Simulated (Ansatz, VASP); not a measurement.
# Two plane-wave programs on ScSb2N3

```
Sc Sb N
1.0
     2.96056    1.70928    3.07316
    -2.96056    1.70928    3.07316
     0.00000   -3.41856    3.07316
Sc Sb N
1 2 3
Cartesian
  0.0000 0.0000 0.0000
  0.0000 0.0000 6.4215
  0.0000 0.0000 2.7980
  0.0000 -1.7093 1.5366
  1.4803 0.8546 1.5366
  -1.4803 0.8546 1.5366
```

Change from the starting cell: species swapped into the Pr2SiRh3 type (R-3m, No. 166).

Alike in both runs: functional PBE; k mesh 6 × 6 × 6; occupations gaussian, width 0.1 eV; no spin polarisation.

Ansatz relaxed the structure, and its values are those at the end. VASP's run is a single point on that final structure, the one shown.

|  | VASP | Ansatz |
| --- | --- | --- |
| version | VASP 6.6.1 | Ansatz 0.2.0 |
| potentials or method | VASP PAW PBE potentials, release 64 (Sc_sv, Sb, N), cutoff 520 eV | scalar-relativistic, plane waves, PAW |
| valence electrons in the cell | 36 | 56 |

Ansatz gave:

- gap on the k mesh at the Fermi level (eV): none
- pressure (GPa): 0.2
- rms of the force components (eV/Å): 0.001

Problem. What did VASP give for the same quantities?

Solution. gap on the k mesh at the Fermi level (eV): none; pressure (GPa): 0.5; rms of the force components (eV/Å): 0.026.

A gap of «none» marks a metal or a gap that the smearing closes. The functional is the same, so the differences come from potentials, cutoffs and numerics. VASP's potentials hold 36 valence electrons a cell and Ansatz's 56, so a difference there can come from the potentials and not from the codes.

Spin-orbit coupling is off throughout.
